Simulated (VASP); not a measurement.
**AlRu: single point with r2SCAN**

The system is AlRu.

```
CELL_PARAMETERS angstrom
3.08135 0.00000 0.00000
0.00000 3.08135 0.00000
0.00000 0.00000 2.99160
ATOMIC_POSITIONS crystal
Al 0.00000 0.00000 0.00000
Ru 0.50000 0.50000 0.50000
```

This cell differs from its parent crystal: strain +0.030 along x and y, +0.000 along z.

* Program: VASP 6.6.1
* Task: single point
* Functional: r2SCAN
* Potentials or basis: VASP PAW PBE potentials, release 64 (Al, Ru_pv)
* Cutoff: 520 eV
* k mesh: 16 × 16 × 16
* Occupations: gaussian, width 0.15 eV
* Spin: no spin polarisation

- Pressure: -12.8 GPa

Stress tensor (GPa, compression positive):
```
-14.41   0.00   0.00
  0.00 -14.41   0.00
  0.00   0.00  -9.70
```

Levels at points of the mesh, in eV from the Fermi level:
```tsv
k point	band 7	band 8	band 9	band 10	band 11	band 12
(0.00, 0.00, 0.00)	0.01	0.20	0.20	5.89	5.89	6.84
(0.50, 0.00, 0.00)	-1.70	-1.35	0.42	2.12	7.75	10.29
(0.50, 0.50, 0.00)	-1.57	-0.97	-0.97	1.45	4.98	5.99
(0.00, 0.00, 0.50)	-1.70	-1.70	0.29	2.59	7.74	10.29
(0.50, 0.00, 0.50)	-1.29	-1.28	-1.20	1.61	5.40	6.19
(0.50, 0.50, 0.50)	1.56	1.74	2.81	4.11	4.11	4.28
```

Wall time 9 min on 1 thread of AMD EPYC 7R13 Processor (Zen 3) (shared host), peak memory 0.25 GiB.

Caveat: the cell differs from its parent crystal (strain +0.030 along x and y, +0.000 along z); the PAW data sets were made with another functional, which shifts forces and pressure a little.
